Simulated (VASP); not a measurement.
# SiC (Imm2) in VASP: further runs

The runs below take SiC through single point, with r2SCAN.

All numbers are computed with VASP 6.6.1; they aren't measurements. Logs are shortened: lines on timing, memory, paths and dates and some standing lists are left out, and cuts for length are marked.

## (1) The cell of the first run

It takes space group Imm2 (No. 44, orthorhombic). Conventional cell: a = 2.965 Å, b = 3.196 Å, c = 4.356 Å, α = 90.00°, β = 90.00°, γ = 90.00°. Within 2.4 Å of Si (site symmetry mm2) lie 4 C at 1.84 to 1.93 Å. Within 2.4 Å of C (site symmetry mm2) lie 4 Si at 1.84 to 1.93 Å.

## (2) Single point, r2SCAN (strain -0.0750 x Voigt [0, 0, 0, 1, 0, 0])

The input, POSCAR:

```
SiC
1.0
    0.0000000000      2.0964645452      2.0964645452
    2.1781449820     -0.0816804368      2.1781449820
    2.1781449820      2.1781449820     -0.0816804368
Si C
1 1
Direct
    0.0000000000      0.0000000000      0.0000000000
    0.7500000000      0.7500000000      0.7500000000
```

The input, INCAR.step1:

```
SYSTEM = SiC
ALGO     = Normal         ! electronic algorithm
EDIFF    = 1E-4           ! SCF threshold, eV
ENCUT    = 520            ! plane-wave cutoff, eV
GGA      = PE             ! functional
ISMEAR   = 0              ! smearing method
LASPH    = .True.         ! aspherical terms in the spheres
LCHARG   = .False.        ! write CHGCAR
LREAL    = .False.        ! projectors in reciprocal space
LWAVE    = .True.         ! write WAVECAR
NBANDS   = 11             ! bands
NELM     = 100            ! most SCF steps
PREC     = Accurate       ! precision mode
SIGMA    = 0.05           ! smearing width, eV
```

The input, INCAR.step2:

```
SYSTEM = SiC
ALGO     = Normal         ! electronic algorithm
EDIFF    = 1E-6           ! SCF threshold, eV
ENCUT    = 520            ! plane-wave cutoff, eV
ISIF     = 2              ! what is computed and relaxed
ISMEAR   = 0              ! smearing method
ISTART   = 1            
LASPH    = .True.         ! aspherical terms in the spheres
LCHARG   = .True.         ! write CHGCAR
LELF     = .True.         ! ELF
LMIXTAU  = .True.       
LREAL    = .False.        ! projectors in reciprocal space
LVHAR    = .True.       
LWAVE    = .False.        ! write WAVECAR
METAGGA  = R2SCAN         ! meta-GGA
NBANDS   = 11             ! bands
NELM     = 100            ! most SCF steps
PREC     = Accurate       ! precision mode
SIGMA    = 0.05           ! smearing width, eV
```

The input, KPOINTS:

```
k-points
0
Gamma
  10 10 10
  0 0 0
```

Potentials or basis: VASP PAW PBE potentials, release 64 (Si, C).

Launch:

```bash
$ cat potpaw_PBE.64/Si/POTCAR potpaw_PBE.64/C/POTCAR > POTCAR
$ cp INCAR.step1 INCAR
$ mpirun -np 1 vasp_std > vasp.out
$ cp INCAR.step2 INCAR
$ mpirun -np 1 vasp_std > vasp.out
```

OUTCAR:

```text
SYSTEM = SiC
   EDIFF = 1E-6
   ENCUT = 520
   ISIF = 2
   ISMEAR = 0
   ISTART = 1
   LASPH = .True.
   LREAL = .False.
   METAGGA = R2SCAN
   NELM = 100
   PREC = Accurate

 ion  position               nearest neighbor table
   1  0.000  0.000  0.000-   2 1.84   2 1.84   2 1.93   2 1.93
   2  0.750  0.750  0.750-   1 1.84   1 1.84   1 1.93   1 1.93

  LATTYP: Found a body centered orthorhombic cell.
 ALAT       =     2.9648485929
 B/A-ratio  =     1.0779220779
 C/A-ratio  =     1.4693127921

  Lattice vectors:

 A1 = (  -2.1781449820,   0.0816804368,  -2.1781449820)
 A2 = (  -2.1781449820,  -0.0816804368,   2.1781449820)
 A3 = (   2.1781449820,   2.1781449820,  -0.0816804368)

Analysis of symmetry for initial positions (statically):
=====================================================================
 Subroutine PRICEL returns:
 Original cell was already a primitive cell.

 Routine SETGRP: Setting up the symmetry group for a
 body centered orthorhombic supercell.

 Subroutine GETGRP returns: Found  4 space group operations
 (whereof  4 operations were pure point group operations)
 out of a pool of  8 trial point group operations.

The static configuration has the point symmetry C_2v.

Analysis of symmetry for dynamics (positions and initial velocities):
=====================================================================
 Subroutine PRICEL returns:
 Original cell was already a primitive cell.

 Routine SETGRP: Setting up the symmetry group for a
 body centered orthorhombic supercell.

 Subroutine GETGRP returns: Found  4 space group operations
 (whereof  4 operations were pure point group operations)
 out of a pool of  8 trial point group operations.

The dynamic configuration has the point symmetry C_2v.

 Subroutine INISYM returns: Found  4 space group operations
 (whereof  4 operations are pure point group operations),
 and found     1 'primitive' translations

----------------------------------------------------------------------------------------

                                     Primitive cell

  volume of cell :      20.6386

  direct lattice vectors                    reciprocal lattice vectors
     0.000000000  2.096464545  2.096464545    -0.229553131  0.238496759  0.238496759
     2.178144982 -0.081680437  2.178144982     0.229553131 -0.221256030  0.221256030
     2.178144982  2.178144982 -0.081680437     0.229553131  0.221256030 -0.221256030

  length of vectors
     2.964848593  3.081444924  3.081444924     0.407990255  0.388076154  0.388076154

  position of ions in fractional coordinates (direct lattice)
     0.000000000  0.000000000  0.000000000
     0.750000000  0.750000000  0.750000000

  ion indices of the primitive-cell ions
   primitive index   ion index
                 1           1
                 2           2

----------------------------------------------------------------------------------------

 KPOINTS: k-points

Automatic generation of k-mesh.
 Grid dimensions read from file:
 generate k-points for:   10   10   10

 Generating k-lattice:

  Cartesian coordinates                     Fractional coordinates (reciprocal lattice)
    -0.022955313  0.023849676  0.023849676     0.100000000 -0.000000000 -0.000000000
     0.022955313 -0.022125603  0.022125603     0.000000000  0.100000000 -0.000000000
     0.022955313  0.022125603 -0.022125603     0.000000000  0.000000000  0.100000000

  Length of vectors
     0.040799026  0.038807615  0.038807615

  Shift w.r.t. Gamma in fractional coordinates (k-lattice)
     0.000000000  0.000000000  0.000000000

 Subroutine IBZKPT returns following result:
 ===========================================

 Found    171 irreducible k-points:

 Following reciprocal coordinates:
            Coordinates               Weight
  0.000000  0.000000  0.000000      1.000000
  0.100000  0.000000  0.000000      4.000000
  0.200000  0.000000  0.000000      4.000000
  0.300000  0.000000  0.000000      4.000000
  0.400000  0.000000  0.000000      4.000000
  0.500000  0.000000  0.000000      2.000000
[... 16 lines left out ...]
 -0.400000  0.200000 -0.000000      8.000000
 -0.300000  0.200000 -0.000000      8.000000
 [... further k-points ...]
   k-points           NKPTS =    171   k-points in BZ     NKDIM =    171   number of bands    NBANDS=     11
   number of dos      NEDOS =    301   number of ions     NIONS =      2
   total plane-waves  NPLWV =  13824
   dimension x,y,z NGX =    24 NGY =   24 NGZ =   24
   dimension x,y,z NGXF=    48 NGYF=   48 NGZF=   48
   ions per type =               1   1
   NGX,Y,Z   is equivalent  to a cutoff of  13.46, 12.95, 12.95 a.u.
   NGXF,Y,Z  is equivalent  to a cutoff of  26.91, 25.90, 25.90 a.u.
 SYSTEM =  SiC
   PREC   = accura    normal or accurate (medium, high low for compatibility)
   ISTART =      1    job   : 0-new  1-cont  2-samecut
   ICHARG =      0    charge: 1-file 2-atom 10-const
   ISPIN  =      1    spin polarized calculation?
   LNONCOLLINEAR =      F non collinear calculations
   LSORBIT =      F    spin-orbit coupling
   LASPH  =      T    aspherical Exc in radial PAW
   ENCUT  =  520.0 eV  38.22 Ry    6.18 a.u.   5.51  5.73  5.73*2*pi/ulx,y,z
   NELM   =    100;   NELMIN=  2; NELMDL=  0     # of ELM steps
   EDIFF  = 0.1E-05   stopping-criterion for ELM
   LREAL  =      F    real-space projection
   EDIFFG = 0.1E-04   stopping-criterion for IOM
   NSW    =      0    number of steps for IOM
   IBRION =     -1    ionic relax: 0-MD 1-quasi-New 2-CG
   NFREE  =      0    steps in history (QN), initial steepest desc. (CG)
   ISIF   =      2    stress and relaxation
   ISYM   =      2    0-nonsym 1-usesym 2-fastsym
   POTIM  = 0.5000    time-step for ionic-motion
   TEBEG  =    0.0;   TEEND  =   0.0 temperature during run
   PSTRESS=    0.0 pullay stress
   NELECT =       8.0000    total number of electrons
   NUPDOWN=      -1.0000    fix difference up-down
   EMIN   =  10.00;   EMAX   =-10.00  energy-range for DOS
   EFERMI =   0.00;   METHOD = LEGACY
   ISMEAR =     0;   SIGMA  =   0.05  broadening in eV -4-tet -1-fermi 0-gaus
   EFERMI_NEDOS =   21; number of points for ismear=-14 and -15
   IALGO  =     38    algorithm
   IMIX   =      4    mixing-type and parameters
     AMIX     =   0.40;   BMIX     =  1.00
     AMIX_MAG =   1.60;   BMIX_MAG =  1.00
  volume/ion in A,a.u.               =      10.32        69.64
  Fermi-wavevector in a.u.,A,eV,Ry     =   1.193654  2.255679 19.385713  1.424810
  Thomas-Fermi vector in A             =   2.329663
   LORBIT       =      0    0 simple, 1 ext, 2 COOP (PROOUT), +10 PAW based schemes
   METAGGA = R2SCAN    functional components
   LHFCALC =     F    Hartree Fock is set to
   AEXX    =    0.0000 exact exchange contribution
   IVDW    =     0    specifies the selected vdW correction
   LEPSILON=     F    determine dielectric tensor
   LRPA    =     F    only Hartree local field effects (RPA)
 non-spin polarized calculation
 Gauss-broadening in eV      SIGMA  =   0.05
  energy-cutoff  :      520.00
  volume of cell :       20.64
 maximum number of plane-waves:       566
 NGX is ok and might be reduce to    24
   NGX = 11   NGY = 11   NGZ = 11

 number of electron       8.0000000 magnetization

 Free energy of the ion-electron system (eV)
  ---------------------------------------------------
  ext. energy  EPLUGINS =         0.00000000
  ---------------------------------------------------
  free energy    TOTEN  =       -19.22299464 eV

  energy without entropy =      -19.22299464  energy(sigma->0) =      -19.22299464

 E-fermi :   8.4910     XC(G=0): -11.9443

 val. band max:        8.2505206899   @ k =   0.0000   0.0000   0.0000
 cond. band min:       9.5227972874   @ k =   0.0000   0.5000   0.5000
 fundamental gap:      1.2722765975
 Fermi energy:         8.4909543835

 k-point     1 :       0.0000    0.0000    0.0000
  band No.  band energies     occupation
      1      -8.2019      2.00000
      2       7.8030      2.00000
      3       7.9566      2.00000
      4       8.2505      2.00000
      5      14.0154      0.00000
      6      15.0116      0.00000
      7      16.7939      0.00000
      8      16.8230      0.00000
      9      23.2239      0.00000
     10      23.3414      0.00000
     11      25.7411      0.00000

 k-point     2 :       0.1000    0.0000    0.0000
  band No.  band energies     occupation
      1      -7.9870      2.00000
      2       7.1621      2.00000
      3       7.6531      2.00000
      4       7.8989      2.00000
      5      14.1806      0.00000
      6      15.3319      0.00000
      7      16.7191      0.00000
      8      17.3698      0.00000
      9      22.0706      0.00000
     10      22.2943      0.00000
     11      25.4125      0.00000

 k-point     3 :       0.2000    0.0000    0.0000
  band No.  band energies     occupation
      1      -7.3518      2.00000
      2       5.0316      2.00000
      3       7.3197      2.00000
      4       7.4789      2.00000
      5      14.1292      0.00000
      6      15.8599      0.00000
      7      16.7930      0.00000
      8      18.2776      0.00000
      9      21.0697      0.00000
     10      21.7973      0.00000
     11      24.4333      0.00000
[... 267 lines left out ...]
 k-point    23 :      -0.4000    0.2000   -0.0000
  band No.  band energies     occupation
      1      -3.9047      2.00000
      2       0.0260      2.00000
      3       3.9652      2.00000
      4       6.1820      2.00000
      5      13.1627      0.00000
      6      16.3263      0.00000
      7      17.5969      0.00000
      8      19.9688      0.00000
      9      23.1556      0.00000
     10      24.7168      0.00000
     11      27.8732      0.00000

 k-point    24 :      -0.3000    0.2000   -0.0000
  band No.  band energies     occupation
      1      -4.9797      2.00000
      2       1.5225      2.00000
      3       3.8517      2.00000
      4       6.7264      2.00000
      5      14.0181      0.00000
      6      16.2856      0.00000
      7      17.4330      0.00000
      8      19.3690      0.00000
      9      21.9872      0.00000
     10      24.4906      0.00000
     11      28.0456      0.00000

 [... further k-points ...]

------------------------ aborting loop because EDIFF is reached ----------------------------------------

  FORCE on cell =-STRESS in cart. coord.  units (eV):
  Direction    XX          YY          ZZ          XY          YZ          ZX
  --------------------------------------------------------------------------------------
  -------------------------------------------------------------------------------------
  Total        0.0777708      0.2493610      0.2493610      0.0000000      2.7740221      0.0000000
  in kB        6.0373742     19.3579710     19.3579710      0.0000000    215.3482336      0.0000000
  external PRESSURE =      14.9177721 kB  Pullay stress =       0.0000000 kB

 VOLUME and BASIS-vectors are now :
 -----------------------------------------------------------------------------
  energy-cutoff  :      520.00
  volume of cell :       20.64
      direct lattice vectors                 reciprocal lattice vectors
     0.000000000  2.096464545  2.096464545    -0.229553131  0.238496759  0.238496759
     2.178144982 -0.081680437  2.178144982     0.229553131 -0.221256030  0.221256030
     2.178144982  2.178144982 -0.081680437     0.229553131  0.221256030 -0.221256030

 POSITION                                       TOTAL-FORCE (eV/Angst)
 -----------------------------------------------------------------------------------
      0.00000      0.00000      0.00000         0.580488      0.000000      0.000000
      3.26722      3.14470      3.14470        -0.580488     -0.000000     -0.000000
 -----------------------------------------------------------------------------------
    total drift:                               -0.000237      0.000001      0.000001

  FREE ENERGIE OF THE ION-ELECTRON SYSTEM (eV)
  ---------------------------------------------------
  free  energy   TOTEN  =       -19.2229946381 eV

  energy  without entropy=      -19.2229946381  energy(sigma->0) =      -19.22299464
```

It took 2.3 min on 1 thread of Intel Xeon 8259CL, shared host; peak memory 0.16 GiB.

What came out:

```
Free energy            : -19.2230 eV
Pressure               : 1.5 GPa
Largest force          : 0.580 eV/Å
Band gap on the k mesh : 1.27 eV (least direct gap 4.22 eV)
```

Forces on the atoms (eV/Å):
```
Si   0.580  0.000  0.000
C   -0.580  0.000  0.000
```

Stress tensor (GPa, compression positive):
```
 0.60  0.00  0.00
 0.00  1.94 21.53
 0.00 21.53  1.94
```

Levels at points of the mesh, in eV from the valence-band top:
```csv
k point,band 2,band 3,band 4,band 5,band 6,band 7
"(0.00, 0.00, 0.00)",-0.45,-0.29,0.00,5.76,6.76,8.54
"(0.50, 0.00, 0.00)",-9.00,-1.56,-1.55,5.16,6.83,7.63
"(0.00, 0.50, 0.00)",-9.14,-1.17,-1.06,6.17,7.57,8.33
"(0.50, 0.50, 0.00)",-8.28,-3.56,-3.56,1.48,4.60,14.25
"(0.00, 0.50, 0.50)",-8.30,-4.15,-2.95,1.27,4.90,14.85
```

Caveat: the cell differs from its parent crystal (strain -0.0750 x Voigt [0, 0, 0, 1, 0, 0]); the PAW data sets were made with another functional, which shifts forces and pressure a little.

## (3) Single point, r2SCAN (strain +0.0562 x Voigt [0, 0, 0, 1, 0, 0])

The input, POSCAR:

```
SiC
1.0
    0.0000000000      2.2393508560      2.2393508560
    2.1781449820      0.0612058740      2.1781449820
    2.1781449820      2.1781449820      0.0612058740
Si C
1 1
Direct
    0.0000000000      0.0000000000      0.0000000000
    0.7500000000      0.7500000000      0.7500000000
```

The input, INCAR.step1:

```
SYSTEM = SiC
PREC     = Accurate       ! precision mode
ENCUT    = 520            ! plane-wave cutoff, eV
ISMEAR   = 0              ! smearing method
SIGMA    = 0.05           ! smearing width, eV
LREAL    = .False.        ! projectors in reciprocal space
LASPH    = .True.         ! aspherical terms in the spheres
NELM     = 80             ! most SCF steps
NBANDS   = 11             ! bands
GGA      = PE             ! functional
ALGO     = Normal         ! electronic algorithm
EDIFF    = 1E-4           ! SCF threshold, eV
LWAVE    = .True.         ! write WAVECAR
LCHARG   = .False.        ! write CHGCAR
```

The input, INCAR.step2:

```
SYSTEM = SiC
PREC     = Accurate       ! precision mode
ENCUT    = 520            ! plane-wave cutoff, eV
EDIFF    = 1E-7           ! SCF threshold, eV
ISMEAR   = 0              ! smearing method
SIGMA    = 0.05           ! smearing width, eV
LREAL    = .False.        ! projectors in reciprocal space
LASPH    = .True.         ! aspherical terms in the spheres
NELM     = 80             ! most SCF steps
ALGO     = Normal         ! electronic algorithm
ISIF     = 2              ! what is computed and relaxed
LWAVE    = .False.        ! write WAVECAR
LCHARG   = .True.         ! write CHGCAR
METAGGA  = R2SCAN         ! meta-GGA
LMIXTAU  = .True.       
LELF     = .True.         ! ELF
LVHAR    = .True.       
NBANDS   = 11             ! bands
ISTART   = 1
```

The input, KPOINTS:

```
Automatic mesh
0
Gamma
  10 10 10
  0 0 0
```

Potentials or basis: VASP PAW PBE potentials, release 64 (Si, C).

Launch:

```bash
$ cat potpaw_PBE.64/Si/POTCAR potpaw_PBE.64/C/POTCAR > POTCAR
$ cp INCAR.step1 INCAR
$ mpirun -np 1 vasp_std > vasp.out
$ cp INCAR.step2 INCAR
$ mpirun -np 1 vasp_std > vasp.out
```

It took 2.1 min on 1 thread of Intel Xeon 8259CL, shared host; peak memory 0.16 GiB.

It converged, with:

| Property | Result |
| --- | --- |
| Free energy | -19.2687 eV |
| Pressure | 0.8 GPa |
| Largest force | 0.431 eV/Å |
| Band gap on the k mesh | 1.42 eV (least direct gap 4.47 eV) |

Forces in eV/Å, atoms in the order of the input:
```
Si  -0.431  0.000  0.000
C    0.431  0.000  0.000
```

Stress tensor (GPa, compression positive):
```
  0.26   0.00   0.00
  0.00   1.00 -16.09
  0.00 -16.09   1.00
```

Levels at points of the mesh, in eV from the valence-band top:
| k point | band 1 | band 2 | band 3 | band 4 | band 5 | band 6 | band 7 | band 8 | band 9 |
| --- | --- | --- | --- | --- | --- | --- | --- | --- | --- |
| (0.00, 0.00, 0.00) | -16.38 | -0.33 | -0.21 | 0.00 | 6.11 | 7.03 | 8.29 | 8.39 | 15.04 |
| (0.50, 0.00, 0.00) | -12.97 | -9.05 | -1.15 | -1.07 | 6.17 | 7.58 | 8.18 | 10.93 | 16.91 |
| (0.00, 0.50, 0.00) | -12.52 | -8.95 | -1.44 | -1.44 | 5.38 | 7.06 | 7.66 | 10.65 | 17.17 |
| (0.50, 0.50, 0.00) | -11.27 | -8.22 | -3.50 | -3.50 | 1.55 | 4.66 | 14.54 | 14.92 | 16.17 |
| (0.00, 0.50, 0.50) | -11.31 | -8.23 | -3.95 | -3.05 | 1.42 | 4.83 | 14.91 | 15.11 | 15.81 |

Caveat: the cell differs from its parent crystal (strain +0.0562 x Voigt [0, 0, 0, 1, 0, 0]); the PAW data sets were made with another functional, which shifts forces and pressure a little.

## (4) Single point, r2SCAN (strain +0.0375 x Voigt [0, 0, 0, 1, 0, 0])

The input, POSCAR:

```
SiC
1.0
    0.0000000000      2.2189852004      2.2189852004
    2.1781449820      0.0408402184      2.1781449820
    2.1781449820      2.1781449820      0.0408402184
Si C
1 1
Direct
    0.0000000000      0.0000000000      0.0000000000
    0.7500000000      0.7500000000      0.7500000000
```

The input, INCAR.step1:

```
PREC = Accurate
ENCUT = 520
ISMEAR = 0
SIGMA = 0.05
LREAL = F
LASPH = T
NELM = 60
NBANDS = 11
GGA = PE
ALGO = Normal
EDIFF = 1E-4
LWAVE = T
LCHARG = F
```

The input, INCAR.step2:

```
PREC = Accurate
ENCUT = 520
EDIFF = 1E-7
ISMEAR = 0
SIGMA = 0.05
LREAL = F
LASPH = T
NELM = 60
ALGO = Normal
ISIF = 2
LWAVE = F
LCHARG = T
METAGGA = R2SCAN
LMIXTAU = T
LELF = T
LVHAR = T
NBANDS = 11
ISTART = 1
```

The input, KPOINTS:

```
regular mesh
0
Gamma
  10 10 10
```

Launch:

```bash
$ cat potpaw_PBE.64/Si/POTCAR potpaw_PBE.64/C/POTCAR > POTCAR
$ cp INCAR.step1 INCAR
$ mpirun -np 1 vasp_std > vasp.out
$ cp INCAR.step2 INCAR
$ mpirun -np 1 vasp_std > vasp.out
```

It took 2.9 min on 1 thread of Intel Xeon 8259CL, shared host; peak memory 0.16 GiB.

It converged, with:

```
Free energy            : -19.3011 eV
Pressure               : 0.2 GPa
Largest force          : 0.286 eV/Å
Band gap on the k mesh : 1.55 eV (least direct gap 4.70 eV)
```

Forces on the atoms (eV/Å):
```
Si  -0.286  0.000  0.000
C    0.286  0.000  0.000
```

Stress tensor (GPa, compression positive):
```
  0.02   0.00   0.00
  0.00   0.35 -10.72
  0.00 -10.72   0.35
```

Levels at points of the mesh, in eV from the valence-band top:
| k point | band 2 | band 3 | band 4 | band 5 | band 6 | band 7 |
| --- | --- | --- | --- | --- | --- | --- |
| (0.00, 0.00, 0.00) | -0.22 | -0.13 | 0.00 | 6.43 | 7.30 | 8.07 |
| (0.50, 0.00, 0.00) | -8.97 | -1.13 | -1.09 | 6.14 | 7.62 | 8.03 |
| (0.00, 0.50, 0.00) | -8.91 | -1.33 | -1.32 | 5.59 | 7.28 | 7.70 |
| (0.50, 0.50, 0.00) | -8.17 | -3.45 | -3.45 | 1.61 | 4.72 | 14.81 |
| (0.00, 0.50, 0.50) | -8.17 | -3.74 | -3.14 | 1.55 | 4.79 | 14.98 |

Caveat: the cell differs from its parent crystal (strain +0.0375 x Voigt [0, 0, 0, 1, 0, 0]); the PAW data sets were made with another functional, which shifts forces and pressure a little. A k mesh can miss the band edges.

(Part 1 of 2 ends here.)
